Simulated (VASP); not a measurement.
Wanted: the native input for a VASP 6.6.1 run.

```yaml
Task: relaxation of cell and atoms
Functional: PBE
Potentials_or_basis: VASP PAW PBE potentials, release 64 (B, P)
Cutoff: 600 eV
k_mesh: 12 × 12 × 12
Occupations: gaussian, width 0.1 eV
Spin: no spin polarisation
Dipole_correction: no
Further_INCAR_settings: ALGO = Normal; EDIFF = 1e-06; IBRION = 2; EDIFFG = -0.01; NSW = 100; ISIF = 3
```

The structure of BP2 lies in POSCAR:

```
BP2
1.0
   -2.2203349016      2.2203349016      4.0135060846
    2.2203349016     -2.2203349016      4.0135060846
    2.2203349016      2.2203349016     -4.0135060846
B P
2 4
Direct
    0.0000000000      0.0000000000      0.0000000000
    0.7500000000      0.2500000000      0.5000000000
    0.3750000000      0.4093875128      0.5343875128
    0.5906124872      0.1250000000      0.9656124872
    0.8750000000      0.8406124872      0.4656124872
    0.1593875128      0.6250000000      0.0343875128
```

The input as run:

INCAR

```
PREC = Accurate ; ENCUT = 600
EDIFF = 1E-6 ; ISMEAR = 0
SIGMA = 0.1 ; LREAL = False
LASPH = True ; NELM = 80
ALGO = Normal ; ISIF = 3
LWAVE = False ; LCHARG = False
GGA = PE ; IBRION = 2
NSW = 100 ; EDIFFG = -0.01
```

KPOINTS

```
Automatic mesh
0
Gamma
  12 12 12
```

Potentials or basis: VASP PAW PBE potentials, release 64 (B, P).

The run is started by

```console
$ cat potpaw_PBE.64/B/POTCAR potpaw_PBE.64/P/POTCAR > POTCAR
$ mpirun -np 1 vasp_std > vasp.out
```

Results of the run:

The energy gained by relaxing is 0.2 meV/atom, the ionic steps are 5 and the pressure after relaxing is 0.0 GPa. The largest force after relaxing is 0.003 eV/Å and the band gap on the k mesh is zero (bands 13 and 14 overlap by 1.56 eV).

Wall time 11 min on 1 thread of Intel(R) Xeon(R) Platinum 8259CL CPU @ 2.50GHz (Skylake/Cascade Lake), with other jobs on the host, peak memory 0.4 GiB.
